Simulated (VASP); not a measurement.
Crystal: Si.

```xyz
2
Lattice="0.0000 2.7155 2.7155 2.7155 0.0000 2.7155 2.7155 2.7155 0.0000" Properties=species:S:1:pos:R:3 pbc="T T T"
Si    0.0000    0.0000    0.0000
Si    1.3577    1.3577    1.3577
```

Base run:

| Property | Result |
| --- | --- |
| Program | VASP 6.6.1 |
| Functional | PBE |
| Potentials or basis | VASP PAW PBE potentials, release 64 (Si) |
| Cutoff | 500 eV |
| k mesh | 14 × 14 × 14 |
| Occupations | gaussian, width 0.02 eV |
| Spin | no spin polarisation |

Its results: band gap on the k mesh 0.57 eV, indirect (least direct gap 2.57 eV); pressure 1.9 GPa.

Question: The run is repeated on the same cell with these changes: k mesh from 14 × 14 × 14 to 6 × 6 × 6; occupations from gaussian, width 0.02 eV to gaussian, width 0.1 eV. What comes out?

Answer: Band gap on the k mesh 0.71 eV, indirect (least direct gap 2.56 eV); pressure 2.0 GPa.

A k mesh can miss the band edges.
